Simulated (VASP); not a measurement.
Write the native input for VASP 6.6.1 that does the following.

```yaml
Task: single point
Functional: PBE
Potentials_or_basis: VASP PAW PBE potentials, release 64 (Hg)
Cutoff: 520 eV
k_mesh: 10 × 10 × 4
Occupations: gaussian, width 0.02 eV
Spin: no spin polarisation
Dipole_correction: no
Further_INCAR_settings: ALGO = Normal; EDIFF = 1e-06; NBANDS = 12
```

The structure of Hg lies in POSCAR:

```
Hg
1.0
    3.1852826859      0.2030092426      0.0504139619
    1.7677392550      3.1780497209      0.0426093046
    0.2493605757      2.0146344360      8.7269140360
Hg
1
Direct
    0.5000000000      0.0000000000      0.0000000000
```

This cell differs from its parent crystal: strained.

The input as run:

INCAR

```
SYSTEM = Hg
PREC = Accurate ; ENCUT = 520
EDIFF = 1E-6 ; ISMEAR = 0
SIGMA = 0.02 ; LREAL = .FALSE.
LASPH = .TRUE. ; NELM = 60
ALGO = Normal ; ISIF = 2
LWAVE = .FALSE. ; LCHARG = .FALSE.
GGA = PE ; NBANDS = 12
```

KPOINTS

```
Automatic mesh
0
G
  10 10 4
  0 0 0
```

Potentials or basis: VASP PAW PBE potentials, release 64 (Hg).

Launch:

```console
$ cat potpaw_PBE.64/Hg/POTCAR > POTCAR
$ mpirun -np 1 vasp_std > vasp.out
```

It gave:

- Pressure: 0.4 GPa
- Band gap on the k mesh: 0.37 eV (least direct gap 1.10 eV)

Caveat: the cell differs from its parent crystal (strained); spin-orbit coupling is left out, which moves the levels of the heavy elements.

Run time: 100 s on 1 thread of Intel(R) Xeon(R) 6975P-C (Granite Rapids), with other jobs on the host, peak memory 0.34 GiB.
